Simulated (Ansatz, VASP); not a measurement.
Two plane-wave programs on GaO

```xyz
2
Lattice="2.8336 0.0000 0.0000 0.0000 2.8336 0.0000 0.0000 0.0000 2.8336" Properties=species:S:1:pos:R:3 pbc="T T T"
Ga    1.4168    1.4168    1.4168
O     0.0000    0.0000    0.0000
```

Change from the starting cell: species swapped into the TbMg type (Pm-3m, No. 221).

Alike in both runs: functional PBE; k mesh 20 × 20 × 20; occupations gaussian, width 0.1 eV; no spin polarisation.

Ansatz relaxed the structure, and its values are those at the end. VASP's run is a single point on that final structure, the one shown.

|  | VASP | Ansatz |
| --- | --- | --- |
| version | VASP 6.6.1 | Ansatz 0.2.0 |
| potentials or method | VASP PAW PBE potentials, release 64 (Ga_d, O), cutoff 520 eV | scalar-relativistic, plane waves, PAW |
| valence electrons in the cell | 19 | 19 |

Ansatz gave:

```
gap on the k mesh at the Fermi level (eV) : none
pressure (GPa)                            : 0.0
```

Which values does VASP return?

gap on the k mesh at the Fermi level (eV): none; pressure (GPa): 0.3.

A gap of «none» marks a metal or a gap that the smearing closes.
